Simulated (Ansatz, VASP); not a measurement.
# Na in VASP and in Ansatz

```xyz
1
Lattice="-2.0857 2.0857 2.1175 2.0857 -2.0857 2.1175 2.0857 2.0857 -2.1175" Properties=species:S:1:pos:R:3 pbc="T T T"
Na    0.0000    0.0000    0.0000
```

Change from the starting cell: strain -0.015 along x and y, +0.000 along z, atoms carried along.

Alike in both runs: task single point; functional PBE; k mesh 16 × 16 × 16; occupations gaussian, width 0.15 eV; no spin polarisation.

|  | VASP | Ansatz |
| --- | --- | --- |
| version | VASP 6.6.1 | Ansatz 0.2.0 |
| potentials or method | VASP PAW PBE potentials, release 64 (Na_pv), cutoff 520 eV | scalar-relativistic, plane waves, PAW |
| valence electrons in the cell | 7 | 9 |

```csv
,VASP,Ansatz,Ansatz less VASP
gap on the k mesh at the Fermi level (eV),none,none,-
pressure (GPa),-0.1,0.0,+0.10
```

A gap of «none» marks a metal or a gap that the smearing closes. VASP's potentials hold 7 valence electrons a cell and Ansatz's 9, so a difference there can come from the potentials and not from the codes.
